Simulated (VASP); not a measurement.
# ZnCu (Pm-3m) in VASP: a series of runs

ZnCu is run at these levels: PBEsol; tasks: single point.

Program: VASP 6.6.1. These are calculated values, not measurements. Logs are shortened: lines on timing, memory, paths and dates and some standing lists are left out, and cuts for length are marked.

### 1 The cell of the first run

Symmetry: Pm-3m, No. 221, cubic system. The conventional cell has a = 2.925 Å, b = 2.925 Å, c = 2.925 Å, α = 90.00°, β = 90.00°, γ = 90.00°. Within 3.3 Å of Zn (site symmetry m-3m) lie 8 Cu at 2.53 Å and 6 Zn at 2.93 Å. Within 3.3 Å of Cu (site symmetry m-3m) lie 8 Zn at 2.53 Å and 6 Cu at 2.93 Å.

### 2 Single point, PBEsol

INCAR reads:

```
PREC = Accurate ; ENCUT = 520
EDIFF = 1E-6 ; ISMEAR = -1
SIGMA = 0.05 ; LREAL = F
LASPH = T ; NELM = 100
ALGO = Normal ; ISIF = 2
LWAVE = F ; LCHARG = F
GGA = PS ; NBANDS = 18
```

KPOINTS reads:

```
regular mesh
0
Gamma
  9 9 9
```

POSCAR reads:

```
ZnCu
1.0
    2.9252343038      0.0000000000      0.0000000000
    0.0000000000      2.9252343038      0.0000000000
    0.0000000000      0.0000000000      2.9252343038
Zn Cu
1 1
Direct
    0.5000000000      0.5000000000      0.5000000000
    0.0000000000      0.0000000000      0.0000000000
```

Potentials or basis: VASP PAW PBE potentials, release 64 (Zn, Cu).

Launch:

```
$ cat potpaw_PBE.64/Zn/POTCAR potpaw_PBE.64/Cu/POTCAR > POTCAR
$ mpirun -np 1 vasp_std > vasp.out
```

OUTCAR:

```text
PREC = Accurate
   ENCUT = 520
   EDIFF = 1E-6
   ISMEAR = -1
   LREAL = F
   LASPH = T
   NELM = 100
   ISIF = 2
   GGA = PS

 ion  position               nearest neighbor table
   1  0.500  0.500  0.500-   2 2.53   2 2.53   2 2.53   2 2.53   2 2.53   2 2.53   2 2.53   2 2.53

   2  0.000  0.000  0.000-   1 2.53   1 2.53   1 2.53   1 2.53   1 2.53   1 2.53   1 2.53   1 2.53

  LATTYP: Found a simple cubic cell.
 ALAT       =     2.9252343038

  Lattice vectors:

 A1 = (   2.9252343038,   0.0000000000,   0.0000000000)
 A2 = (   0.0000000000,   2.9252343038,   0.0000000000)
 A3 = (   0.0000000000,   0.0000000000,   2.9252343038)

Analysis of symmetry for initial positions (statically):
=====================================================================
 Subroutine PRICEL returns:
 Original cell was already a primitive cell.

 Routine SETGRP: Setting up the symmetry group for a
 simple cubic supercell.

 Subroutine GETGRP returns: Found 48 space group operations
 (whereof 48 operations were pure point group operations)
 out of a pool of 48 trial point group operations.

The static configuration has the point symmetry O_h .

Analysis of symmetry for dynamics (positions and initial velocities):
=====================================================================
 Subroutine PRICEL returns:
 Original cell was already a primitive cell.

 Routine SETGRP: Setting up the symmetry group for a
 simple cubic supercell.

 Subroutine GETGRP returns: Found 48 space group operations
 (whereof 48 operations were pure point group operations)
 out of a pool of 48 trial point group operations.

The dynamic configuration has the point symmetry O_h .

 Subroutine INISYM returns: Found 48 space group operations
 (whereof 48 operations are pure point group operations),
 and found     1 'primitive' translations

----------------------------------------------------------------------------------------

                                     Primitive cell

  volume of cell :      25.0312

  direct lattice vectors                    reciprocal lattice vectors
     2.925234304  0.000000000  0.000000000     0.341852958  0.000000000  0.000000000
     0.000000000  2.925234304  0.000000000     0.000000000  0.341852958  0.000000000
     0.000000000  0.000000000  2.925234304     0.000000000  0.000000000  0.341852958

  length of vectors
     2.925234304  2.925234304  2.925234304     0.341852958  0.341852958  0.341852958

  position of ions in fractional coordinates (direct lattice)
     0.500000000  0.500000000  0.500000000
     0.000000000  0.000000000  0.000000000

  ion indices of the primitive-cell ions
   primitive index   ion index
                 1           1
                 2           2

----------------------------------------------------------------------------------------

 KPOINTS: regular mesh

Automatic generation of k-mesh.
 Grid dimensions read from file:
 generate k-points for:    9    9    9

 Generating k-lattice:

  Cartesian coordinates                     Fractional coordinates (reciprocal lattice)
     0.037983662  0.000000000  0.000000000     0.111111111  0.000000000  0.000000000
     0.000000000  0.037983662  0.000000000     0.000000000  0.111111111  0.000000000
     0.000000000  0.000000000  0.037983662     0.000000000  0.000000000  0.111111111

  Length of vectors
     0.037983662  0.037983662  0.037983662

  Shift w.r.t. Gamma in fractional coordinates (k-lattice)
     0.000000000  0.000000000  0.000000000

 Subroutine IBZKPT returns following result:
 ===========================================

 Found     35 irreducible k-points:

 Following reciprocal coordinates:
            Coordinates               Weight
  0.000000  0.000000  0.000000      1.000000
  0.111111  0.000000  0.000000      6.000000
  0.222222  0.000000  0.000000      6.000000
  0.333333  0.000000  0.000000      6.000000
  0.444444  0.000000  0.000000      6.000000
  0.111111  0.111111  0.000000     12.000000
[... 16 lines left out ...]
  0.333333  0.333333  0.111111     24.000000
  0.444444  0.333333  0.111111     48.000000
 [... further k-points ...]
   k-points           NKPTS =     35   k-points in BZ     NKDIM =     35   number of bands    NBANDS=     18
   number of dos      NEDOS =    301   number of ions     NIONS =      2
   total plane-waves  NPLWV =  13824
   dimension x,y,z NGX =    24 NGY =   24 NGZ =   24
   dimension x,y,z NGXF=    48 NGYF=   48 NGZF=   48
   ions per type =               1   1
   NGX,Y,Z   is equivalent  to a cutoff of  13.64, 13.64, 13.64 a.u.
   NGXF,Y,Z  is equivalent  to a cutoff of  27.28, 27.28, 27.28 a.u.
 SYSTEM =  unknown system
   PREC   = accura    normal or accurate (medium, high low for compatibility)
   ISTART =      0    job   : 0-new  1-cont  2-samecut
   ICHARG =      2    charge: 1-file 2-atom 10-const
   ISPIN  =      1    spin polarized calculation?
   LNONCOLLINEAR =      F non collinear calculations
   LSORBIT =      F    spin-orbit coupling
   LASPH  =      T    aspherical Exc in radial PAW
   ENCUT  =  520.0 eV  38.22 Ry    6.18 a.u.   5.44  5.44  5.44*2*pi/ulx,y,z
   NELM   =    100;   NELMIN=  2; NELMDL= -5     # of ELM steps
   EDIFF  = 0.1E-05   stopping-criterion for ELM
   LREAL  =      F    real-space projection
   EDIFFG = 0.1E-04   stopping-criterion for IOM
   NSW    =      0    number of steps for IOM
   IBRION =     -1    ionic relax: 0-MD 1-quasi-New 2-CG
   NFREE  =      0    steps in history (QN), initial steepest desc. (CG)
   ISIF   =      2    stress and relaxation
   ISYM   =      2    0-nonsym 1-usesym 2-fastsym
   POTIM  = 0.5000    time-step for ionic-motion
   TEBEG  =    0.0;   TEEND  =   0.0 temperature during run
   PSTRESS=    0.0 pullay stress
   NELECT =      23.0000    total number of electrons
   NUPDOWN=      -1.0000    fix difference up-down
   EMIN   =  10.00;   EMAX   =-10.00  energy-range for DOS
   EFERMI =   0.00;   METHOD = LEGACY
   ISMEAR =    -1;   SIGMA  =   0.05  broadening in eV -4-tet -1-fermi 0-gaus
   EFERMI_NEDOS =   21; number of points for ismear=-14 and -15
   IALGO  =     38    algorithm
   IMIX   =      4    mixing-type and parameters
     AMIX     =   0.40;   BMIX     =  1.00
     AMIX_MAG =   1.60;   BMIX_MAG =  1.00
  volume/ion in A,a.u.               =      12.52        84.46
  Fermi-wavevector in a.u.,A,eV,Ry     =   1.591562  3.007615 34.464487  2.533068
  Thomas-Fermi vector in A             =   2.690083
   LORBIT       =      0    0 simple, 1 ext, 2 COOP (PROOUT), +10 PAW based schemes
   GGA     = PS    functional components
   LHFCALC =     F    Hartree Fock is set to
   AEXX    =    0.0000 exact exchange contribution
   IVDW    =     0    specifies the selected vdW correction
   LEPSILON=     F    determine dielectric tensor
   LRPA    =     F    only Hartree local field effects (RPA)
 non-spin polarized calculation
  energy-cutoff  :      520.00
  volume of cell :       25.03
 maximum number of plane-waves:       691
 NGX is ok and might be reduce to    24
   NGX = 11   NGY = 11   NGZ = 11

 number of electron      22.9999987 magnetization

 Free energy of the ion-electron system (eV)
  ---------------------------------------------------
  ext. energy  EPLUGINS =         0.00000000
  ---------------------------------------------------
  free energy    TOTEN  =        -6.08120973 eV

  energy without entropy =       -6.07711486  energy(sigma->0) =       -6.07916230

 E-fermi :   5.6091     XC(G=0): -12.6796

 val. band max:        5.5240850855   @ k =   0.3333   0.3333   0.0000
 cond. band min:       5.7215035679   @ k =   0.4444   0.4444   0.2222
 fundamental gap:      0.1974184825
 Fermi energy:         5.6090679877

 k-point     1 :       0.0000    0.0000    0.0000
  band No.  band energies     occupation
      1      -4.9664      2.00000
      2      -2.3305      2.00000
      3      -2.3305      2.00000
      4      -1.5980      2.00000
      5      -1.5980      2.00000
      6      -1.5980      2.00000
[... 10 lines left out ...]
     17      18.1349      0.00000
     18      29.1968      0.00000

 k-point     2 :       0.1111    0.0000    0.0000
  band No.  band energies     occupation
      1      -4.7403      2.00000
      2      -2.3031      2.00000
      3      -2.2809      2.00000
      4      -1.6180      2.00000
      5      -1.6180      2.00000
      6      -1.5876      2.00000
[... 10 lines left out ...]
     17      19.7426      0.00000
     18      27.1756      0.00000

 k-point     3 :       0.2222    0.0000    0.0000
  band No.  band energies     occupation
      1      -4.0829      2.00000
      2      -2.2322      2.00000
      3      -2.1399      2.00000
      4      -1.6684      2.00000
      5      -1.6684      2.00000
      6      -1.5610      2.00000
[... 10 lines left out ...]
     17      23.7181      0.00000
     18      24.4322      0.00000

 k-point     4 :       0.3333    0.0000    0.0000
  band No.  band energies     occupation
      1      -3.1177      2.00000
      2      -2.1492      2.00000
      3      -1.8715      2.00000
      4      -1.7253      2.00000
      5      -1.7253      2.00000
      6      -1.5304      2.00000
[... 10 lines left out ...]
     17      21.5432      0.00000
     18      21.5433      0.00000

 k-point     5 :       0.4444    0.0000    0.0000
  band No.  band energies     occupation
      1      -2.4442      2.00000
      2      -2.0934      2.00000
      3      -1.7622      2.00000
      4      -1.7622      2.00000
      5      -1.5102      2.00000
      6      -1.0808      2.00000
[... 10 lines left out ...]
     17      18.9552      0.00000
     18      19.6856      0.00000

 k-point     6 :       0.1111    0.1111    0.0000
  band No.  band energies     occupation
      1      -4.5175      2.00000
      2      -2.2680      2.00000
      3      -2.2410      2.00000
      4      -1.6387      2.00000
      5      -1.6289      2.00000
      6      -1.5920      2.00000
[... 10 lines left out ...]
     17      20.2751      0.00000
     18      24.3302      0.00000

 k-point     7 :       0.2222    0.1111    0.0000
  band No.  band energies     occupation
      1      -3.8741      2.00000
      2      -2.1996      2.00000
      3      -2.1066      2.00000
      4      -1.6829      2.00000
      5      -1.6771      2.00000
      6      -1.5823      2.00000
[... 10 lines left out ...]
     17      21.3290      0.00000
     18      23.9126      0.00000

 k-point     8 :       0.3333    0.1111    0.0000
  band No.  band energies     occupation
      1      -2.9581      2.00000
      2      -2.1211      2.00000
      3      -1.9361      2.00000
      4      -1.7361      2.00000
      5      -1.6084      2.00000
      6      -1.5667      2.00000
[... 10 lines left out ...]
     17      20.9672      0.00000
     18      21.7164      0.00000
[... 229 lines left out ...]
     17      21.9888      0.00000
     18      22.3761      0.00000

 k-point    20 :       0.2222    0.2222    0.1111
  band No.  band energies     occupation
      1      -3.1047      2.00000
      2      -2.0936      2.00000
      3      -1.9759      2.00000
      4      -1.7359      2.00000
      5      -1.7351      2.00000
      6      -1.5980      2.00000
[... 10 lines left out ...]
     17      21.8301      0.00000
     18      22.1725      0.00000

 k-point    21 :       0.3333    0.2222    0.1111
  band No.  band energies     occupation
      1      -2.4931      2.00000
      2      -2.0763      2.00000
      3      -1.8695      2.00000
      4      -1.8066      2.00000
      5      -1.7085      2.00000
      6      -1.2305      2.00000
[... 10 lines left out ...]
     17      21.3980      0.00000
     18      22.6798      0.00000

 k-point    22 :       0.4444    0.2222    0.1111
  band No.  band energies     occupation
      1      -2.2411      2.00000
      2      -2.0964      2.00000
      3      -1.8675      2.00000
      4      -1.8246      2.00000
      5      -1.7092      2.00000
      6      -0.1109      2.00000
[... 10 lines left out ...]
     17      22.2271      0.00000
     18      23.2075      0.00000

 k-point    23 :       0.3333    0.3333    0.1111
  band No.  band energies     occupation
      1      -2.3795      2.00000
      2      -2.1091      2.00000
      3      -1.8466      2.00000
      4      -1.8027      2.00000
      5      -1.6172      2.00000
      6      -0.5439      2.00000
[... 10 lines left out ...]
     17      20.1321      0.00000
     18      21.9441      0.00000

 k-point    24 :       0.4444    0.3333    0.1111
  band No.  band energies     occupation
      1      -2.3930      2.00000
      2      -2.1058      2.00000
      3      -1.8915      2.00000
      4      -1.8311      2.00000
      5      -1.5090      2.00000
      6       0.4054      2.00000
[... 10 lines left out ...]
     17      21.0235      0.00000
     18      22.1596      0.00000

 [... further k-points ...]
[... 5 lines left out ...]
  --------------------------------------------------------------------------------------
  -------------------------------------------------------------------------------------
  Total       -0.2150698     -0.2150698     -0.2150698      0.0000000      0.0000000     -0.0000000
  in kB      -13.7660101    -13.7660101    -13.7660101      0.0000000      0.0000000     -0.0000000
  external PRESSURE =     -13.7660101 kB  Pullay stress =       0.0000000 kB

 VOLUME and BASIS-vectors are now :
 -----------------------------------------------------------------------------
  energy-cutoff  :      520.00
  volume of cell :       25.03
      direct lattice vectors                 reciprocal lattice vectors
     2.925234304  0.000000000  0.000000000     0.341852958  0.000000000  0.000000000
     0.000000000  2.925234304  0.000000000     0.000000000  0.341852958  0.000000000
     0.000000000  0.000000000  2.925234304     0.000000000  0.000000000  0.341852958

 POSITION                                       TOTAL-FORCE (eV/Angst)
 -----------------------------------------------------------------------------------
      1.46262      1.46262      1.46262         0.000000      0.000000      0.000000
      0.00000      0.00000      0.00000         0.000000      0.000000      0.000000
 -----------------------------------------------------------------------------------
    total drift:                                0.000000      0.000000     -0.000000

  FREE ENERGIE OF THE ION-ELECTRON SYSTEM (eV)
  ---------------------------------------------------
  free  energy   TOTEN  =        -6.0812097286 eV

  energy  without entropy=       -6.0771148643  energy(sigma->0) =       -6.07916230
```

Wall time 5.9 s (1 thread of Intel Xeon Platinum 8559C (Emerald Rapids), shared host); peak memory 0.14 GiB.

Results:

```
Free energy : -6.0812 eV
Pressure    : -1.4 GPa
```

Caveat: the PAW data sets were made with another functional, which shifts forces and pressure a little.

### 3 Single point, PBEsol

This run uses another cell than the first one, of 13.28 Å³/atom, 1.061 times its volume.

INCAR reads:

```
SYSTEM = ZnCu
PREC = Accurate
ENCUT = 520
EDIFF = 1E-6
ISMEAR = -1
SIGMA = 0.05
LREAL = .False.
LASPH = .True.
NELM = 60
ALGO = Normal
ISIF = 2
LWAVE = .False.
LCHARG = .False.
GGA = PS
NBANDS = 18
```

KPOINTS reads:

```
regular mesh
0
Gamma
  9 9 9
  0 0 0
```

POSCAR reads:

```
ZnCu
1.0
    2.9837544443      0.0000000000      0.0000000000
    0.0000000000      2.9837544443      0.0000000000
    0.0000000000      0.0000000000      2.9837544443
Zn Cu
1 1
Direct
    0.5000000000      0.5000000000      0.5000000000
    0.0000000000      0.0000000000      0.0000000000
```

Potentials or basis: VASP PAW PBE potentials, release 64 (Zn, Cu).

Launch:

```
$ cat potpaw_PBE.64/Zn/POTCAR potpaw_PBE.64/Cu/POTCAR > POTCAR
$ mpirun -np 1 vasp_std > vasp.out
```

It took 6.3 s on 1 thread of Intel Xeon Platinum 8559C (Emerald Rapids), shared host; peak memory 0.15 GiB.

Results (log left out):

| Property | Result |
| --- | --- |
| Free energy | -6.0357 eV |
| Pressure | -7.9 GPa |

Levels at points of the mesh, in eV from the Fermi level:
```
           k point  band 7  band 8  band 9  band 10  band 11  band 12  band 13  band 14  band 15  band 16
(0.00, 0.00, 0.00)   -3.51   -3.51   -2.71    -2.71    -2.71     6.00     6.00     6.00    10.96    10.96
```

Caveat: the PAW data sets were made with another functional, which shifts forces and pressure a little.

### 4 Single point, PBEsol

This run uses another cell than the first one, of 13.54 Å³/atom, 1.082 times its volume.

INCAR reads:

```
SYSTEM = ZnCu
PREC     = Accurate       ! precision mode
ENCUT    = 520            ! plane-wave cutoff, eV
EDIFF    = 1E-6           ! SCF threshold, eV
ISMEAR   = -1             ! smearing method
SIGMA    = 0.05           ! smearing width, eV
LREAL    = .False.        ! projectors in reciprocal space
LASPH    = .True.         ! aspherical terms in the spheres
NELM     = 80             ! most SCF steps
ALGO     = Normal         ! electronic algorithm
ISIF     = 2              ! what is computed and relaxed
LWAVE    = .False.        ! write WAVECAR
LCHARG   = .False.        ! write CHGCAR
GGA      = PS             ! functional
NBANDS   = 18             ! bands
```

KPOINTS reads:

```
Automatic mesh
0
Gamma
  9 9 9
  0 0 0
```

POSCAR reads:

```
ZnCu
1.0
    3.0027597620      0.0000000000      0.0000000000
    0.0000000000      3.0027597620      0.0000000000
    0.0000000000      0.0000000000      3.0027597620
Zn Cu
1 1
Direct
    0.5000000000      0.5000000000      0.5000000000
    0.0000000000      0.0000000000      0.0000000000
```

Launch:

```
$ cat potpaw_PBE.64/Zn/POTCAR potpaw_PBE.64/Cu/POTCAR > POTCAR
$ mpirun -np 1 vasp_std > vasp.out
```

Wall time 6.3 s (1 thread of Intel Xeon Platinum 8559C (Emerald Rapids), shared host); peak memory 0.14 GiB.

Results (log left out):

| Property | Result |
| --- | --- |
| Free energy | -6.0081 eV |
| Pressure | -9.5 GPa |

Levels at points of the mesh, in eV from the Fermi level:
| k point | band 8 | band 9 | band 10 | band 11 | band 12 | band 13 | band 14 | band 15 |
| --- | --- | --- | --- | --- | --- | --- | --- | --- |
| (0.00, 0.00, 0.00) | -3.46 | -2.68 | -2.68 | -2.68 | 5.94 | 5.94 | 5.94 | 10.85 |

Caveat: the PAW data sets were made with another functional, which shifts forces and pressure a little.

### 5 The runs side by side

```tsv
cell	gap on the mesh (eV)	pressure (GPa)
a = 2.925 Å, 2 atoms	none	-1.4
a = 2.984 Å, 2 atoms	none	-7.9
a = 3.003 Å, 2 atoms	none	-9.5
```

Alike in all rows: task single point; level PBEsol; potentials or basis VASP PAW PBE potentials, release 64 (Zn, Cu); no spin polarisation; k mesh 9 × 9 × 9; cutoff (eV) 520; smearing fermi-dirac 0.05 eV.

Caveats: the PAW data sets were made with another functional, which shifts forces and pressure a little.

Total energies depend on the potentials used, so only differences within one code and one set of settings carry meaning.
